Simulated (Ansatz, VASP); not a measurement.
# One calculation of AlCo, two programs

INCAR

```
SYSTEM = AlCo
PREC     = Accurate       ! precision mode
ENCUT    = 520            ! plane-wave cutoff, eV
EDIFF    = 1E-6           ! SCF threshold, eV
ISMEAR   = 0              ! smearing method
SIGMA    = 0.15           ! smearing width, eV
LREAL    = .False.        ! projectors in reciprocal space
LASPH    = .True.         ! aspherical terms in the spheres
NELM     = 80             ! most SCF steps
ALGO     = Fast           ! electronic algorithm
ISIF     = 2              ! what is computed and relaxed
LWAVE    = .False.        ! write WAVECAR
LCHARG   = .False.        ! write CHGCAR
GGA      = PS             ! functional
NBANDS   = 13             ! bands
```

File KPOINTS:

```
Automatic mesh
0
Gamma
  16 16 16
  0 0 0
```

File POSCAR:

```
AlCo
1.0
    2.7066270816      0.0000000000      0.0000000000
    0.0000000000      2.7066270816      0.0000000000
    0.0000000000      0.0000000000      2.5938509532
Al Co
1 1
Direct
    0.0000000000      0.0000000000      0.0000000000
    0.5000000000      0.5000000000      0.5000000000
```

Input for Ansatz:

```yaml
crystal:
  lattice:
    - [2.7066270816, 0.0, 0.0]
    - [0.0, 2.7066270816, 0.0]
    - [0.0, 0.0, 2.5938509532]
  atoms:
    - { symbol: Al, position: [0.0, 0.0, 0.0] }
    - { symbol: Co, position: [0.5, 0.5, 0.5] }
basis:
  ecutwfc: 420
kpoints:
  mp_grid: { grid: [16, 16, 16] }
hamiltonian:
  xc: pbesol
scf:
  occupations: { method: gaussian, width: 0.15 }
output:
  forces: true
  stress: true
  eigenvalues: true
```

Change from the starting cell: strain -0.040 along x and y, -0.080 along z, atoms carried along.

Alike in both runs: task single point; functional PBEsol; k mesh 16 × 16 × 16; occupations gaussian, width 0.15 eV; no spin polarisation.

|  | VASP | Ansatz |
| --- | --- | --- |
| version | VASP 6.6.1 | Ansatz 0.2.0 |
| potentials or method | VASP PAW PBE potentials, release 64 (Al, Co), cutoff 520 eV | scalar-relativistic, plane waves, PAW |
| valence electrons in the cell | 12 | 20 |

Ansatz gave:

- gap on the k mesh at the Fermi level (eV): none
- pressure (GPa): 47.0
- traceless stress, the component that is largest in VASP (GPa): 9.85

Which values does VASP return?

gap on the k mesh at the Fermi level (eV): none; pressure (GPa): 46.4; traceless stress, the component that is largest in VASP (GPa): 9.88.

VASP's potentials were made for PBE, not for PBEsol. A gap of «none» marks a metal or a gap that the smearing closes. Both programs put the cell under a high pressure, so it lies far from rest at this level. VASP's potentials hold 12 valence electrons a cell and Ansatz's 20, so a difference there can come from the potentials and not from the codes.
